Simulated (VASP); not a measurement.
A run of VASP 6.6.1 is set up as follows.

Contents of INCAR:

```
SYSTEM = AlNi
PREC = Accurate
ENCUT = 520
EDIFF = 1E-7
ISMEAR = -1
SIGMA = 0.05
LREAL = .False.
LASPH = .True.
NELM = 150
ALGO = Normal
ISIF = 2
LWAVE = .False.
LCHARG = .True.
ISPIN = 2
MAGMOM = 1.5 0
LORBIT = 11
NUPDOWN = 1.5
LMAXMIX = 4
GGA = PS
LELF = .True.
LVHAR = .True.
NBANDS = 18
```

KPOINTS

```
regular mesh
0
Gamma
  8 8 7
  0 0 0
```

File POSCAR:

```
AlNi
1.0
    1.9386940000     -1.9531901500      0.0000000000
    1.9386940000      1.9531901500      0.0000000000
    0.0000000000      0.0000000000      3.0994300413
Ni Al
1 1
Direct
    0.5000000000      0.5000000000      0.5000000000
    0.0000000000      0.0000000000      0.0000000000
```

Potentials or basis: VASP PAW PBE potentials, release 64 (Ni, Al).

Run with:

```console
$ cat potpaw_PBE.64/Ni/POTCAR potpaw_PBE.64/Al/POTCAR > POTCAR
$ mpirun -np 1 vasp_std > vasp.out
```

(1) Estimate the pressure.

## Answers

(1) 11.5 GPa.

Caveat: the cell stands under pressure; the PAW data sets were made with another functional, which shifts forces and pressure a little; the total moment is fixed, so each spin has its own Fermi level.
